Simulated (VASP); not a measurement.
# CdTe (Cmcm) in VASP: a series of runs, part 2 of 2

VASP 6.6.1.

### Step 4. Single point, LDA

This run uses another cell than the first one, of 28.31 Å³/atom, 1.043 times its volume.

INCAR

```
  ALGO = Normal
  EDIFF = 1E-6
  ENCUT = 500
  GGA_COMPAT = F
  ISIF = 2
  ISMEAR = -1
  LASPH = T
  LCHARG = F
  LREAL = F
  LWAVE = F
  NBANDS = 26
  NELM = 120
  PREC = Accurate
  SIGMA = 0.1
```

KPOINTS

```
k-points
0
Gamma
  6 6 4
```

POSCAR

```
CdTe
1.0
    3.0447179573     -3.0738391863      0.0000000000
    3.0447179573      3.0738391863      0.0000000000
    0.0000000000      0.0000000000      6.0497739093
Cd Te
2 2
Direct
    0.2770300000      0.7229700000      0.7500000000
    0.7229700000      0.2770300000      0.2500000000
    0.7661370000      0.2338630000      0.7500000000
    0.2338630000      0.7661370000      0.2500000000
```

Potentials or basis: VASP PAW LDA potentials, release 64 (Cd, Te).

Launch:

```console
$ cat potpaw_LDA.64/Cd/POTCAR potpaw_LDA.64/Te/POTCAR > POTCAR
$ mpirun -np 1 vasp_std > vasp.out
```

OUTCAR:

```text
EDIFF = 1E-6
   ENCUT = 500
   ISIF = 2
   ISMEAR = -1
   LASPH = T
   LREAL = F
   NELM = 120
   PREC = Accurate

 ion  position               nearest neighbor table
   1  0.277  0.723  0.750-   3 3.01   4 3.04   4 3.04   3 3.05   3 3.05   3 3.14
   2  0.723  0.277  0.250-   4 3.01   3 3.04   3 3.04   4 3.05   4 3.05   4 3.14
   3  0.766  0.234  0.750-   1 3.01   2 3.04   2 3.04   1 3.05   1 3.05   1 3.14
   4  0.234  0.766  0.250-   2 3.01   1 3.04   1 3.04   2 3.05   2 3.05   2 3.14

  LATTYP: Found a base centered orthorhombic cell.
 ALAT       =     6.0894359146
 B/A-ratio  =     1.0095645079
 C/A-ratio  =     0.9934867522

  Lattice vectors:

 A1 = (   3.0447179573,  -3.0738391863,   0.0000000000)
 A2 = (   3.0447179573,   3.0738391863,   0.0000000000)
 A3 = (   0.0000000000,   0.0000000000,   6.0497739093)

Analysis of symmetry for initial positions (statically):
=====================================================================
 Subroutine PRICEL returns:
 Original cell was already a primitive cell.

 Routine SETGRP: Setting up the symmetry group for a
 base centered orthorhombic supercell.

 Subroutine GETGRP returns: Found  8 space group operations
 (whereof  4 operations were pure point group operations)
 out of a pool of  8 trial point group operations.

The static configuration has the point symmetry C_2h.
 The point group associated with its full space group is D_2h.

Analysis of symmetry for dynamics (positions and initial velocities):
=====================================================================
 Subroutine PRICEL returns:
 Original cell was already a primitive cell.

 Routine SETGRP: Setting up the symmetry group for a
 base centered orthorhombic supercell.

 Subroutine GETGRP returns: Found  8 space group operations
 (whereof  4 operations were pure point group operations)
 out of a pool of  8 trial point group operations.

The dynamic configuration has the point symmetry C_2h.
 The point group associated with its full space group is D_2h.

 Subroutine INISYM returns: Found  8 space group operations
 (whereof  4 operations are pure point group operations),
 and found     1 'primitive' translations

----------------------------------------------------------------------------------------

                                     Primitive cell

  volume of cell :     113.2393

  direct lattice vectors                    reciprocal lattice vectors
     3.044717957 -3.073839186  0.000000000     0.164218823 -0.162663031  0.000000000
     3.044717957  3.073839186  0.000000000     0.164218823  0.162663031  0.000000000
     0.000000000  0.000000000  6.049773909     0.000000000  0.000000000  0.165295433

  length of vectors
     4.326522250  4.326522250  6.049773909     0.231142994  0.231142994  0.165295433

  position of ions in fractional coordinates (direct lattice)
     0.277030000  0.722970000  0.750000000
     0.722970000  0.277030000  0.250000000
     0.766137000  0.233863000  0.750000000
     0.233863000  0.766137000  0.250000000

  ion indices of the primitive-cell ions
   primitive index   ion index
                 1           1
                 2           2
                 3           3
                 4           4

----------------------------------------------------------------------------------------

 KPOINTS: k-points

Automatic generation of k-mesh.
 Grid dimensions read from file:
 generate k-points for:    6    6    4

 Generating k-lattice:

  Cartesian coordinates                     Fractional coordinates (reciprocal lattice)
     0.027369804 -0.027110505  0.000000000     0.166666667  0.000000000  0.000000000
     0.027369804  0.027110505  0.000000000     0.000000000  0.166666667  0.000000000
     0.000000000  0.000000000  0.041323858     0.000000000  0.000000000  0.250000000

  Length of vectors
     0.038523832  0.038523832  0.041323858

  Shift w.r.t. Gamma in fractional coordinates (k-lattice)
     0.000000000  0.000000000  0.000000000

 Subroutine IBZKPT returns following result:
 ===========================================

 Found     39 irreducible k-points:

 Following reciprocal coordinates:
            Coordinates               Weight
  0.000000  0.000000  0.000000      1.000000
  0.166667  0.000000  0.000000      4.000000
  0.333333  0.000000  0.000000      4.000000
  0.500000  0.000000  0.000000      2.000000
  0.166667  0.166667  0.000000      2.000000
  0.333333  0.166667  0.000000      4.000000
[... 16 lines left out ...]
  0.333333  0.333333  0.250000      4.000000
  0.500000  0.333333  0.250000      8.000000
 [... further k-points ...]
   k-points           NKPTS =     39   k-points in BZ     NKDIM =     39   number of bands    NBANDS=     26
   number of dos      NEDOS =    301   number of ions     NIONS =      4
   total plane-waves  NPLWV =  49152
   dimension x,y,z NGX =    32 NGY =   32 NGZ =   48
   dimension x,y,z NGXF=    64 NGYF=   64 NGZF=   96
   ions per type =               2   2
   NGX,Y,Z   is equivalent  to a cutoff of  12.30, 12.30, 13.19 a.u.
   NGXF,Y,Z  is equivalent  to a cutoff of  24.59, 24.59, 26.38 a.u.
 SYSTEM =  unknown system
   PREC   = accura    normal or accurate (medium, high low for compatibility)
   ISTART =      0    job   : 0-new  1-cont  2-samecut
   ICHARG =      2    charge: 1-file 2-atom 10-const
   ISPIN  =      1    spin polarized calculation?
   LNONCOLLINEAR =      F non collinear calculations
   LSORBIT =      F    spin-orbit coupling
   LASPH  =      T    aspherical Exc in radial PAW
   ENCUT  =  500.0 eV  36.75 Ry    6.06 a.u.   7.89  7.89 11.03*2*pi/ulx,y,z
   NELM   =    120;   NELMIN=  2; NELMDL= -5     # of ELM steps
   EDIFF  = 0.1E-05   stopping-criterion for ELM
   LREAL  =      F    real-space projection
   EDIFFG = 0.1E-04   stopping-criterion for IOM
   NSW    =      0    number of steps for IOM
   IBRION =     -1    ionic relax: 0-MD 1-quasi-New 2-CG
   NFREE  =      0    steps in history (QN), initial steepest desc. (CG)
   ISIF   =      2    stress and relaxation
   ISYM   =      2    0-nonsym 1-usesym 2-fastsym
   POTIM  = 0.5000    time-step for ionic-motion
   TEBEG  =    0.0;   TEEND  =   0.0 temperature during run
   PSTRESS=    0.0 pullay stress
   NELECT =      36.0000    total number of electrons
   NUPDOWN=      -1.0000    fix difference up-down
   EMIN   =  10.00;   EMAX   =-10.00  energy-range for DOS
   EFERMI =   0.00;   METHOD = LEGACY
   ISMEAR =    -1;   SIGMA  =   0.10  broadening in eV -4-tet -1-fermi 0-gaus
   EFERMI_NEDOS =   21; number of points for ismear=-14 and -15
   IALGO  =     38    algorithm
   IMIX   =      4    mixing-type and parameters
     AMIX     =   0.40;   BMIX     =  1.00
     AMIX_MAG =   1.60;   BMIX_MAG =  1.00
  volume/ion in A,a.u.               =      28.31       191.04
  Fermi-wavevector in a.u.,A,eV,Ry     =   1.117317  2.111424 16.985487  1.248398
  Thomas-Fermi vector in A             =   2.253939
   LORBIT       =      0    0 simple, 1 ext, 2 COOP (PROOUT), +10 PAW based schemes
   GGA     = CA    functional components
   LHFCALC =     F    Hartree Fock is set to
   AEXX    =    0.0000 exact exchange contribution
   IVDW    =     0    specifies the selected vdW correction
   LEPSILON=     F    determine dielectric tensor
   LRPA    =     F    only Hartree local field effects (RPA)
 non-spin polarized calculation
  energy-cutoff  :      500.00
  volume of cell :      113.24
 maximum number of plane-waves:      2894
   NGX = 15   NGY = 15   NGZ = 23

 number of electron      36.0000003 magnetization

 Free energy of the ion-electron system (eV)
  ---------------------------------------------------
  ext. energy  EPLUGINS =         0.00000000
  ---------------------------------------------------
  free energy    TOTEN  =       -11.54932111 eV

  energy without entropy =      -11.48206851  energy(sigma->0) =      -11.51569481

 E-fermi :   3.8135     XC(G=0): -10.0201

 val. band max:        3.7951374437   @ k =   0.5000   0.0000   0.5000
 cond. band min:       3.8450898185   @ k =   0.3333   0.0000   0.0000
 fundamental gap:      0.0499523748
 Fermi energy:         3.8134595926

 k-point     1 :       0.0000    0.0000    0.0000
  band No.  band energies     occupation
      1      -7.8610      2.00000
      2      -6.9977      2.00000
      3      -4.4864      2.00000
      4      -4.4733      2.00000
      5      -4.4565      2.00000
      6      -4.4315      2.00000
[... 18 lines left out ...]
     25      11.3136      0.00000
     26      11.4584      0.00000
[... 644 lines left out ...]
      4      -4.4910      2.00000
      5      -4.4753      2.00000
      6      -4.4630      2.00000
[... 18 lines left out ...]
     25      11.3067      0.00000
     26      11.4194      0.00000

 [... further k-points ...]
[... 5 lines left out ...]
  --------------------------------------------------------------------------------------
  -------------------------------------------------------------------------------------
  Total       -2.7048332     -2.7169885     -2.6892168      0.0000000      0.0000000      0.0000000
  in kB      -38.2695819    -38.4415620    -38.0486323      0.0000000      0.0000000      0.0000000
  external PRESSURE =     -38.2532587 kB  Pullay stress =       0.0000000 kB

 VOLUME and BASIS-vectors are now :
 -----------------------------------------------------------------------------
  energy-cutoff  :      500.00
  volume of cell :      113.24
      direct lattice vectors                 reciprocal lattice vectors
     3.044717957 -3.073839186  0.000000000     0.164218823 -0.162663031  0.000000000
     3.044717957  3.073839186  0.000000000     0.164218823  0.162663031  0.000000000
     0.000000000  0.000000000  6.049773909     0.000000000  0.000000000  0.165295433

 POSITION                                       TOTAL-FORCE (eV/Angst)
 -----------------------------------------------------------------------------------
      3.04472      1.37075      4.53733         0.000000      0.047650     -0.000000
      3.04472     -1.37075      1.51244         0.000000     -0.047650      0.000000
      3.04472     -1.63612      4.53733         0.000000      0.052255      0.000000
      3.04472      1.63612      1.51244         0.000000     -0.052255     -0.000000
 -----------------------------------------------------------------------------------
    total drift:                                0.000000      0.000000      0.000000

  FREE ENERGIE OF THE ION-ELECTRON SYSTEM (eV)
  ---------------------------------------------------
  free  energy   TOTEN  =       -11.5493211123 eV

  energy  without entropy=      -11.4820685138  energy(sigma->0) =      -11.51569481
```

stdout:

```text
POSCAR found type information on POSCAR CdTe
 POSCAR found :  2 types and       4 ions
 scaLAPACK will be used
 LDA part: xc-table for (Slater(with rela. corr.)+CA(PZ))
 , standard interpolation
 POSCAR, INCAR and KPOINTS ok, starting setup
 FFT: planning ... GRIDC
 FFT: planning ... GRID_SOFT
 FFT: planning ... GRID
 WAVECAR not read
 entering main loop
```

Run time: 51 s. Hardware: 1 thread of Intel Xeon Platinum 8488C (Sapphire Rapids), shared host; peak memory 0.23 GiB.

What came out:

- Free energy: -11.5493 eV
- Pressure: -3.8 GPa
- Largest force: 0.052 eV/Å
- Band gap on the k mesh: zero (band 18 reaches 3.85 eV, above the bottom of band 19 at 2.41 eV)

Forces on the atoms (eV/Å):
```
Cd   0.000  0.048  0.000
Cd   0.000 -0.048  0.000
Te   0.000  0.052  0.000
Te   0.000 -0.052  0.000
```

Caveat: spin-orbit coupling is left out, which moves the levels of the heavy elements.

### Step 5. Single point, LDA

This run uses another cell than the first one, of 28.89 Å³/atom, 1.064 times its volume.

INCAR is that of step 4.

KPOINTS is that of step 4.

POSCAR

```
CdTe
1.0
    3.0652910000     -3.0946090000      0.0000000000
    3.0652910000      3.0946090000      0.0000000000
    0.0000000000      0.0000000000      6.0906520000
Cd Te
2 2
Direct
    0.2770300000      0.7229700000      0.7500000000
    0.7229700000      0.2770300000      0.2500000000
    0.7661370000      0.2338630000      0.7500000000
    0.2338630000      0.7661370000      0.2500000000
```

Launch:

```console
$ cat potpaw_LDA.64/Cd/POTCAR potpaw_LDA.64/Te/POTCAR > POTCAR
$ mpirun -np 1 vasp_std > vasp.out
```

Wall time 56 s (1 thread of Intel Xeon Platinum 8488C (Sapphire Rapids), shared host); peak memory 0.23 GiB.

The run converged. Its results:

```
Free energy            : -11.4885 eV
Pressure               : -4.6 GPa
Largest force          : 0.071 eV/Å
Band gap on the k mesh : zero (band 18 reaches 3.63 eV, above the bottom of band 19 at 2.22 eV)
```

Forces on the atoms (eV/Å):
```
Cd   0.000  0.038  0.000
Cd   0.000 -0.038  0.000
Te   0.000  0.071  0.000
Te   0.000 -0.071  0.000
```

Levels at points of the mesh, in eV from the Fermi level:
| k point | band 14 | band 15 | band 16 | band 17 | band 18 | band 19 | band 20 | band 21 | band 22 | band 23 |
| --- | --- | --- | --- | --- | --- | --- | --- | --- | --- | --- |
| (0.00, 0.00, 0.00) | -2.07 | -2.03 | -1.43 | -0.48 | -0.45 | -0.38 | 0.07 | 4.24 | 6.90 | 7.06 |
| (0.50, 0.00, 0.00) | -3.98 | -2.34 | -2.32 | -0.27 | -0.20 | 2.46 | 2.53 | 4.38 | 4.47 | 4.69 |
| (0.50, 0.50, 0.00) | -4.02 | -2.04 | -2.02 | -1.98 | -1.97 | -1.39 | -1.33 | 4.12 | 4.31 | 8.81 |
| (0.00, 0.00, 0.50) | -2.93 | -1.33 | -1.33 | -1.27 | -1.27 | 1.51 | 1.51 | 5.05 | 5.05 | 5.47 |
| (0.50, 0.00, 0.50) | -5.11 | -0.09 | -0.09 | -0.03 | -0.03 | 2.63 | 2.63 | 3.90 | 3.90 | 4.00 |
| (0.50, 0.50, 0.50) | -3.43 | -3.14 | -3.14 | -3.12 | -3.12 | 2.28 | 2.28 | 4.67 | 4.67 | 6.65 |

Caveat: spin-orbit coupling is left out, which moves the levels of the heavy elements.

### Step 6. Summary

```tsv
cell	gap on the mesh (eV)	pressure (GPa)	largest force (eV/Å)
a = 4.267, b = 4.267, c = 5.966 Å, angles 90.0, 90.0, 90.5°, 4 atoms	none	-1.9	0.07
a = 4.297, b = 4.297, c = 6.008 Å, angles 90.0, 90.0, 90.5°, 4 atoms	none	-2.9	0.06
a = 4.327, b = 4.327, c = 6.050 Å, angles 90.0, 90.0, 90.5°, 4 atoms	none	-3.8	0.05
a = 4.356, b = 4.356, c = 6.091 Å, angles 90.0, 90.0, 90.5°, 4 atoms	none	-4.6	0.07
```

Alike in all rows: task single point; level LDA; potentials or basis VASP PAW LDA potentials, release 64 (Cd, Te); no spin polarisation; k mesh 6 × 6 × 4; cutoff (eV) 500; smearing fermi-dirac 0.1 eV.

Caveats: spin-orbit coupling is left out, which moves the levels of the heavy elements.

Total energies depend on the potentials used, so only differences within one code and one set of settings carry meaning.
